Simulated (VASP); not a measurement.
## B: single point with PBE

Crystal: B.

```
CELL_PARAMETERS angstrom
-1.18396 1.18396 1.18396
1.18396 -1.18396 1.18396
1.18396 1.18396 -1.18396
ATOMIC_POSITIONS crystal
B 0.00000 0.00000 0.00000
```

This cell differs from its parent crystal: volume scaled by 1.08.

```json
{"Program": "VASP 6.6.1", "Task": "single point", "Functional": "PBE", "Potentials or basis": "VASP PAW PBE potentials, release 64 (B)", "Cutoff": "520 eV", "k mesh": "21 × 21 × 21", "Occupations": "fermi-dirac, width 0.1 eV", "Spin": "no spin polarisation", "Dipole correction": "no", "Further INCAR settings": "ALGO = Normal; EDIFF = 1e-06; NBANDS = 8"}
```

* Pressure: -14.6 GPa

Levels at points of the mesh, in eV from the Fermi level:
```tsv
k point	band 1	band 2	band 3	band 4	band 5
(0.00, 0.00, 0.00)	-17.69	14.52	14.52	14.52	32.39
```

Wall time 6.4 s on 1 thread of Intel(R) Xeon(R) Platinum 8259CL CPU @ 2.50GHz (Skylake/Cascade Lake), with other jobs on the host, peak memory 0.12 GiB.
